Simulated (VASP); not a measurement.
# Pd (Pm-3m) in VASP: notebook

The runs below take Pd through single point, with PBEsol.

Everything below comes from runs of VASP 6.6.1. Logs are shortened: lines on timing, memory, paths and dates and some standing lists are left out, and cuts for length are marked.

**1. The cell of the first run**

Symmetry: Pm-3m, No. 221, cubic system. Conventional cell: a = 2.563 Å, b = 2.563 Å, c = 2.563 Å, α = 90.00°, β = 90.00°, γ = 90.00°. Pd (site symmetry m-3m) has 6 Pd at 2.56 Å within 3.4 Å.

**2. Single point, PBEsol**

Input file INCAR:

```
SYSTEM = Pd
PREC     = Accurate       ! precision mode
ENCUT    = 500            ! plane-wave cutoff, eV
EDIFF    = 1E-6           ! SCF threshold, eV
ISMEAR   = -1             ! smearing method
SIGMA    = 0.05           ! smearing width, eV
LREAL    = .FALSE.        ! projectors in reciprocal space
LASPH    = .TRUE.         ! aspherical terms in the spheres
NELM     = 120            ! most SCF steps
ALGO     = Normal         ! electronic algorithm
ISIF     = 2              ! what is computed and relaxed
LWAVE    = .FALSE.        ! write WAVECAR
LCHARG   = .FALSE.        ! write CHGCAR
GGA      = PS             ! functional
NBANDS   = 11             ! bands
GGA_COMPAT= .FALSE.
```

Input file KPOINTS:

```
Automatic mesh
0
G
  10 10 10
  0 0 0
```

Input file POSCAR:

```
Pd
1.0
    2.5632091851      0.0000000000      0.0000000000
    0.0000000000      2.5632091851      0.0000000000
    0.0000000000      0.0000000000      2.5632091851
Pd
1
Direct
    0.0000000000      0.0000000000      0.0000000000
```

Potentials or basis: VASP PAW PBE potentials, release 64 (Pd).

Command:

```sh
$ cat potpaw_PBE.64/Pd/POTCAR > POTCAR
$ mpirun -np 1 vasp_std > vasp.out
```

OUTCAR:

```text
SYSTEM = Pd
   PREC = Accurate
   ENCUT = 500
   EDIFF = 1E-6
   ISMEAR = -1
   LREAL = .FALSE.
   LASPH = .TRUE.
   NELM = 120
   ISIF = 2
   GGA = PS

 ion  position               nearest neighbor table
   1  0.000  0.000  0.000-

  LATTYP: Found a simple cubic cell.
 ALAT       =     2.5632091851

  Lattice vectors:

 A1 = (   2.5632091851,   0.0000000000,   0.0000000000)
 A2 = (   0.0000000000,   2.5632091851,   0.0000000000)
 A3 = (   0.0000000000,   0.0000000000,   2.5632091851)

Analysis of symmetry for initial positions (statically):
=====================================================================
 Subroutine PRICEL returns:
 Original cell was already a primitive cell.

 Routine SETGRP: Setting up the symmetry group for a
 simple cubic supercell.

 Subroutine GETGRP returns: Found 48 space group operations
[... 9 lines left out ...]

 Routine SETGRP: Setting up the symmetry group for a
 simple cubic supercell.

 Subroutine GETGRP returns: Found 48 space group operations
[... 11 lines left out ...]
                                     Primitive cell

  volume of cell :      16.8404

  direct lattice vectors                    reciprocal lattice vectors
     2.563209185  0.000000000  0.000000000     0.390135930  0.000000000  0.000000000
     0.000000000  2.563209185  0.000000000     0.000000000  0.390135930  0.000000000
     0.000000000  0.000000000  2.563209185     0.000000000  0.000000000  0.390135930

  length of vectors
     2.563209185  2.563209185  2.563209185     0.390135930  0.390135930  0.390135930

  position of ions in fractional coordinates (direct lattice)
     0.000000000  0.000000000  0.000000000

  ion indices of the primitive-cell ions
   primitive index   ion index
                 1           1

----------------------------------------------------------------------------------------

 KPOINTS: Automatic mesh

Automatic generation of k-mesh.
 Grid dimensions read from file:
 generate k-points for:   10   10   10

 Generating k-lattice:

  Cartesian coordinates                     Fractional coordinates (reciprocal lattice)
     0.039013593  0.000000000  0.000000000     0.100000000  0.000000000  0.000000000
     0.000000000  0.039013593  0.000000000     0.000000000  0.100000000  0.000000000
     0.000000000  0.000000000  0.039013593     0.000000000  0.000000000  0.100000000

  Length of vectors
     0.039013593  0.039013593  0.039013593

  Shift w.r.t. Gamma in fractional coordinates (k-lattice)
     0.000000000  0.000000000  0.000000000

 Subroutine IBZKPT returns following result:
 ===========================================

 Found     56 irreducible k-points:

 Following reciprocal coordinates:
            Coordinates               Weight
  0.000000  0.000000  0.000000      1.000000
  0.100000  0.000000  0.000000      6.000000
  0.200000  0.000000  0.000000      6.000000
  0.300000  0.000000  0.000000      6.000000
  0.400000  0.000000  0.000000      6.000000
  0.500000  0.000000  0.000000      3.000000
[... 16 lines left out ...]
  0.200000  0.100000  0.100000     24.000000
  0.300000  0.100000  0.100000     24.000000
 [... further k-points ...]
   k-points           NKPTS =     56   k-points in BZ     NKDIM =     56   number of bands    NBANDS=     11
   number of dos      NEDOS =    301   number of ions     NIONS =      1
   total plane-waves  NPLWV =   8000
   dimension x,y,z NGX =    20 NGY =   20 NGZ =   20
   dimension x,y,z NGXF=    40 NGYF=   40 NGZF=   40
   ions per type =               1
   NGX,Y,Z   is equivalent  to a cutoff of  12.97, 12.97, 12.97 a.u.
   NGXF,Y,Z  is equivalent  to a cutoff of  25.94, 25.94, 25.94 a.u.
 SYSTEM =  Pd
   PREC   = accura    normal or accurate (medium, high low for compatibility)
   ISTART =      0    job   : 0-new  1-cont  2-samecut
   ICHARG =      2    charge: 1-file 2-atom 10-const
   ISPIN  =      1    spin polarized calculation?
   LNONCOLLINEAR =      F non collinear calculations
   LSORBIT =      F    spin-orbit coupling
   LASPH  =      T    aspherical Exc in radial PAW
   ENCUT  =  500.0 eV  36.75 Ry    6.06 a.u.   4.67  4.67  4.67*2*pi/ulx,y,z
   NELM   =    120;   NELMIN=  2; NELMDL= -5     # of ELM steps
   EDIFF  = 0.1E-05   stopping-criterion for ELM
   LREAL  =      F    real-space projection
   EDIFFG = 0.1E-04   stopping-criterion for IOM
   NSW    =      0    number of steps for IOM
   IBRION =     -1    ionic relax: 0-MD 1-quasi-New 2-CG
   NFREE  =      0    steps in history (QN), initial steepest desc. (CG)
   ISIF   =      2    stress and relaxation
   ISYM   =      2    0-nonsym 1-usesym 2-fastsym
   POTIM  = 0.5000    time-step for ionic-motion
   TEBEG  =    0.0;   TEEND  =   0.0 temperature during run
   PSTRESS=    0.0 pullay stress
   NELECT =      10.0000    total number of electrons
   NUPDOWN=      -1.0000    fix difference up-down
   EMIN   =  10.00;   EMAX   =-10.00  energy-range for DOS
   EFERMI =   0.00;   METHOD = LEGACY
   ISMEAR =    -1;   SIGMA  =   0.05  broadening in eV -4-tet -1-fermi 0-gaus
   EFERMI_NEDOS =   21; number of points for ismear=-14 and -15
   IALGO  =     38    algorithm
   IMIX   =      4    mixing-type and parameters
     AMIX     =   0.40;   BMIX     =  1.00
     AMIX_MAG =   1.60;   BMIX_MAG =  1.00
  volume/ion in A,a.u.               =      16.84       113.64
  Fermi-wavevector in a.u.,A,eV,Ry     =   1.376018  2.600297 25.761618  1.893426
  Thomas-Fermi vector in A             =   2.501301
   LORBIT       =      0    0 simple, 1 ext, 2 COOP (PROOUT), +10 PAW based schemes
   GGA     = PS    functional components
   LHFCALC =     F    Hartree Fock is set to
   AEXX    =    0.0000 exact exchange contribution
   IVDW    =     0    specifies the selected vdW correction
   LEPSILON=     F    determine dielectric tensor
   LRPA    =     F    only Hartree local field effects (RPA)
 non-spin polarized calculation
  energy-cutoff  :      500.00
  volume of cell :       16.84
 maximum number of plane-waves:       449
 NGX is ok and might be reduce to    20
   NGX =  9   NGY =  9   NGZ =  9

 number of electron      10.0000000 magnetization

 Free energy of the ion-electron system (eV)
  ---------------------------------------------------
  ext. energy  EPLUGINS =         0.00000000
  ---------------------------------------------------
  free energy    TOTEN  =        -5.38345801 eV

  energy without entropy =       -5.37202682  energy(sigma->0) =       -5.37774241

 E-fermi :   7.8308     XC(G=0): -12.4514

 val. band max:        7.8198377335   @ k =   0.4000   0.1000   0.0000
 cond. band min:       7.8368977297   @ k =   0.5000   0.1000   0.0000
 fundamental gap:      0.0170599962
 Fermi energy:         7.8307880651

 k-point     1 :       0.0000    0.0000    0.0000
  band No.  band energies     occupation
      1       1.4115      2.00000
      2       2.9114      2.00000
      3       2.9114      2.00000
      4       7.8424      0.88407
      5       7.8424      0.88407
      6       7.8424      0.88406
      7      24.5914      0.00000
      8      24.5914      0.00000
      9      24.5914      0.00000
     10      31.2281      0.00000
     11      31.2391      0.00000

 k-point     2 :       0.1000    0.0000    0.0000
  band No.  band energies     occupation
      1       1.6735      2.00000
      2       2.9578      2.00000
      3       3.1382      2.00000
      4       7.6563      1.94085
      5       7.6563      1.94085
      6       7.8574      0.74027
      7      22.7237      0.00000
      8      25.0391      0.00000
      9      25.0391      0.00000
     10      30.5091      0.00000
     11      31.2537      0.00000

 k-point     3 :       0.2000    0.0000    0.0000
  band No.  band energies     occupation
      1       2.2921      2.00000
      2       3.0814      2.00000
      3       3.9063      2.00000
      4       7.1982      1.99999
      5       7.1982      1.99999
      6       7.8967      0.42212
      7      19.6072      0.00000
      8      26.2599      0.00000
      9      26.2599      0.00000
     10      29.0071      0.00000
     11      31.0734      0.00000

 k-point     4 :       0.3000    0.0000    0.0000
  band No.  band energies     occupation
      1       2.9318      2.00000
      2       3.2393      2.00000
      3       5.2986      2.00000
      4       6.6805      2.00000
      5       6.6805      2.00000
      6       7.9457      0.18240
      7      16.6240      0.00000
      8      27.5469      0.00000
      9      27.9713      0.00000
     10      27.9713      0.00000
     11      30.5318      0.00000

 k-point     5 :       0.4000    0.0000    0.0000
  band No.  band energies     occupation
      1       3.3713      2.00000
      2       3.4090      2.00000
      3       6.2936      2.00000
      4       6.2936      2.00000
      5       7.0003      2.00000
      6       7.9858      0.08626
      7      14.1263      0.00000
      8      26.5435      0.00000
      9      29.7141      0.00000
     10      29.7950      0.00000
     11      29.7950      0.00000
[... 211 lines left out ...]
 k-point    21 :       0.5000    0.5000    0.0000
  band No.  band energies     occupation
      1       2.6869      2.00000
      2       4.1281      2.00000
      3       6.4707      2.00000
      4       6.4707      2.00000
      5       9.0409      0.00000
      6      13.3447      0.00000
      7      13.3447      0.00000
      8      19.9082      0.00000
      9      20.4351      0.00000
     10      31.5618      0.00000
     11      31.5618      0.00000

 k-point    22 :       0.1000    0.1000    0.1000
  band No.  band energies     occupation
      1       2.2094      2.00000
      2       3.3068      2.00000
      3       3.3068      2.00000
      4       7.4593      1.99881
      5       7.5006      1.99729
      6       7.5006      1.99729
      7      23.3189      0.00000
      8      23.5277      0.00000
      9      23.5277      0.00000
     10      32.0839      0.00000
     11      32.0839      0.00000

 k-point    23 :       0.2000    0.1000    0.1000
  band No.  band energies     occupation
      1       2.8157      2.00000
      2       3.4300      2.00000
      3       4.0270      2.00000
      4       7.0079      2.00000
      5       7.0895      2.00000
      6       7.5387      1.99420
      7      20.2674      0.00000
      8      24.2741      0.00000
      9      24.5118      0.00000
     10      30.8468      0.00000
     11      33.5432      0.00000

 k-point    24 :       0.3000    0.1000    0.1000
  band No.  band energies     occupation
      1       3.4084      2.00000
      2       3.5910      2.00000
      3       5.0784      2.00000
      4       6.4495      2.00000
      5       7.0132      2.00000
      6       7.6038      1.97885
      7      17.1987      0.00000
      8      25.4836      0.00000
      9      25.5822      0.00000
     10      29.8885      0.00000
     11      33.0447      0.00000

 [... further k-points ...]

------------------------ aborting loop because EDIFF is reached ----------------------------------------

  FORCE on cell =-STRESS in cart. coord.  units (eV):
  Direction    XX          YY          ZZ          XY          YZ          ZX
  --------------------------------------------------------------------------------------
  -------------------------------------------------------------------------------------
  Total       -0.0358461     -0.0358461     -0.0358461     -0.0000000     -0.0000000      0.0000000
  in kB       -3.4103657     -3.4103657     -3.4103657     -0.0000000     -0.0000000      0.0000000
  external PRESSURE =      -3.4103657 kB  Pullay stress =       0.0000000 kB

 VOLUME and BASIS-vectors are now :
 -----------------------------------------------------------------------------
  energy-cutoff  :      500.00
  volume of cell :       16.84
      direct lattice vectors                 reciprocal lattice vectors
     2.563209185  0.000000000  0.000000000     0.390135930  0.000000000  0.000000000
     0.000000000  2.563209185  0.000000000     0.000000000  0.390135930  0.000000000
     0.000000000  0.000000000  2.563209185     0.000000000  0.000000000  0.390135930

 POSITION                                       TOTAL-FORCE (eV/Angst)
 -----------------------------------------------------------------------------------
      0.00000      0.00000      0.00000         0.000000      0.000000      0.000000
 -----------------------------------------------------------------------------------
    total drift:                               -0.000000      0.000000     -0.000000

  FREE ENERGIE OF THE ION-ELECTRON SYSTEM (eV)
  ---------------------------------------------------
  free  energy   TOTEN  =        -5.3834580097 eV

  energy  without entropy=       -5.3720268153  energy(sigma->0) =       -5.37774241
```

It took 9.7 s on 1 thread of AMD EPYC 7R43 (Zen 3), shared host; peak memory 0.09 GiB.

Results:

* Free energy: -5.3835 eV
* Pressure: -0.3 GPa
* Band gap on the k mesh: zero (band 5 reaches 9.15 eV, above the bottom of band 6 at 7.17 eV)

Caveat: the PAW data sets were made with another functional, which shifts forces and pressure a little.

**3. Single point, PBEsol**

This run uses another cell than the first one, of 17.09 Å³/atom, 1.015 times its volume.

Input file INCAR:

```
PREC = Accurate
ENCUT = 500
EDIFF = 1E-6
ISMEAR = -1
SIGMA = 0.05
LREAL = F
LASPH = T
NELM = 120
ALGO = Normal
ISIF = 2
LWAVE = F
LCHARG = F
GGA = PS
NBANDS = 11
GGA_COMPAT = F
```

Input file KPOINTS:

```
regular mesh
0
Gamma
  10 10 10
```

Input file POSCAR:

```
Pd
1.0
    2.5759616795      0.0000000000      0.0000000000
    0.0000000000      2.5759616795      0.0000000000
    0.0000000000      0.0000000000      2.5759616795
Pd
1
Direct
    0.0000000000      0.0000000000      0.0000000000
```

Potentials or basis: VASP PAW PBE potentials, release 64 (Pd).

Command:

```sh
$ cat potpaw_PBE.64/Pd/POTCAR > POTCAR
$ mpirun -np 1 vasp_std > vasp.out
```

OUTCAR:

```text
PREC = Accurate
   ENCUT = 500
   EDIFF = 1E-6
   ISMEAR = -1
   LREAL = F
   LASPH = T
   NELM = 120
   ISIF = 2
   GGA = PS

 ion  position               nearest neighbor table
   1  0.000  0.000  0.000-

  LATTYP: Found a simple cubic cell.
 ALAT       =     2.5759616795

  Lattice vectors:

 A1 = (   2.5759616795,   0.0000000000,   0.0000000000)
 A2 = (   0.0000000000,   2.5759616795,   0.0000000000)
 A3 = (   0.0000000000,   0.0000000000,   2.5759616795)

Analysis of symmetry for initial positions (statically):
=====================================================================
 Subroutine PRICEL returns:
 Original cell was already a primitive cell.

 Routine SETGRP: Setting up the symmetry group for a
 simple cubic supercell.

 Subroutine GETGRP returns: Found 48 space group operations
 (whereof 48 operations were pure point group operations)
 out of a pool of 48 trial point group operations.

The static configuration has the point symmetry O_h .

Analysis of symmetry for dynamics (positions and initial velocities):
=====================================================================
 Subroutine PRICEL returns:
 Original cell was already a primitive cell.

 Routine SETGRP: Setting up the symmetry group for a
 simple cubic supercell.

 Subroutine GETGRP returns: Found 48 space group operations
 (whereof 48 operations were pure point group operations)
 out of a pool of 48 trial point group operations.

The dynamic configuration has the point symmetry O_h .

 Subroutine INISYM returns: Found 48 space group operations
 (whereof 48 operations are pure point group operations),
 and found     1 'primitive' translations

----------------------------------------------------------------------------------------

                                     Primitive cell

  volume of cell :      17.0930

  direct lattice vectors                    reciprocal lattice vectors
     2.575961680  0.000000000  0.000000000     0.388204533  0.000000000  0.000000000
[... 109 lines left out ...]
   GGA     = PS    functional components
   LHFCALC =     F    Hartree Fock is set to
   AEXX    =    0.0000 exact exchange contribution
   IVDW    =     0    specifies the selected vdW correction
   LEPSILON=     F    determine dielectric tensor
   LRPA    =     F    only Hartree local field effects (RPA)
 non-spin polarized calculation
  energy-cutoff  :      500.00
  volume of cell :       17.09
 maximum number of plane-waves:       461
 NGX is ok and might be reduce to    20
   NGX =  9   NGY =  9   NGZ =  9

 number of electron      10.0000002 magnetization

 Free energy of the ion-electron system (eV)
  ---------------------------------------------------
  ext. energy  EPLUGINS =         0.00000000
  ---------------------------------------------------
  free energy    TOTEN  =        -5.38131117 eV

  energy without entropy =       -5.36957428  energy(sigma->0) =       -5.37544272

 E-fermi :   7.6145     XC(G=0): -12.3629

 val. band max:        7.5987621329   @ k =   0.4000   0.1000   0.0000
 cond. band min:       7.6153354365   @ k =   0.3000   0.3000   0.0000
 fundamental gap:      0.0165733036
 Fermi energy:         7.6144796366

 k-point     1 :       0.0000    0.0000    0.0000
  band No.  band energies     occupation
      1       1.2961      2.00000
      2       2.7995      2.00000
      3       2.7995      2.00000
      4       7.6207      0.93785
      5       7.6207      0.93785
      6       7.6207      0.93783
      7      24.2636      0.00000
      8      24.2636      0.00000
      9      24.2636      0.00000
     10      30.8115      0.00000
     11      30.8221      0.00000
[... 309 lines left out ...]
 k-point    24 :       0.3000    0.1000    0.1000
  band No.  band energies     occupation
      1       3.2741      2.00000
      2       3.4637      2.00000
      3       4.9241      2.00000
      4       6.2640      2.00000
      5       6.8148      2.00000
      6       7.3887      1.97835
      7      16.8946      0.00000
      8      25.1328      0.00000
      9      25.2403      0.00000
     10      29.5471      0.00000
     11      32.6302      0.00000

 [... further k-points ...]

------------------------ aborting loop because EDIFF is reached ----------------------------------------

  FORCE on cell =-STRESS in cart. coord.  units (eV):
  Direction    XX          YY          ZZ          XY          YZ          ZX
  --------------------------------------------------------------------------------------
  -------------------------------------------------------------------------------------
  Total       -0.2576504     -0.2576504     -0.2576504     -0.0000000      0.0000000     -0.0000000
  in kB      -24.1503413    -24.1503413    -24.1503413     -0.0000000      0.0000000     -0.0000000
  external PRESSURE =     -24.1503413 kB  Pullay stress =       0.0000000 kB

 VOLUME and BASIS-vectors are now :
 -----------------------------------------------------------------------------
  energy-cutoff  :      500.00
  volume of cell :       17.09
      direct lattice vectors                 reciprocal lattice vectors
     2.575961680  0.000000000  0.000000000     0.388204533  0.000000000  0.000000000
     0.000000000  2.575961680  0.000000000     0.000000000  0.388204533  0.000000000
     0.000000000  0.000000000  2.575961680     0.000000000  0.000000000  0.388204533

 POSITION                                       TOTAL-FORCE (eV/Angst)
 -----------------------------------------------------------------------------------
      0.00000      0.00000      0.00000         0.000000      0.000000      0.000000
 -----------------------------------------------------------------------------------
    total drift:                               -0.000000      0.000000     -0.000000

  FREE ENERGIE OF THE ION-ELECTRON SYSTEM (eV)
  ---------------------------------------------------
  free  energy   TOTEN  =        -5.3813111678 eV

  energy  without entropy=       -5.3695742793  energy(sigma->0) =       -5.37544272
```

Wall time 9 s (1 thread of AMD EPYC 7R43 (Zen 3), shared host); peak memory 0.09 GiB.

Results:

| Quantity | Value |
| --- | --- |
| Free energy | -5.3813 eV |
| Pressure | -2.4 GPa |
| Band gap on the k mesh | zero (band 5 reaches 8.89 eV, above the bottom of band 6 at 6.96 eV) |

Caveat: the PAW data sets were made with another functional, which shifts forces and pressure a little.
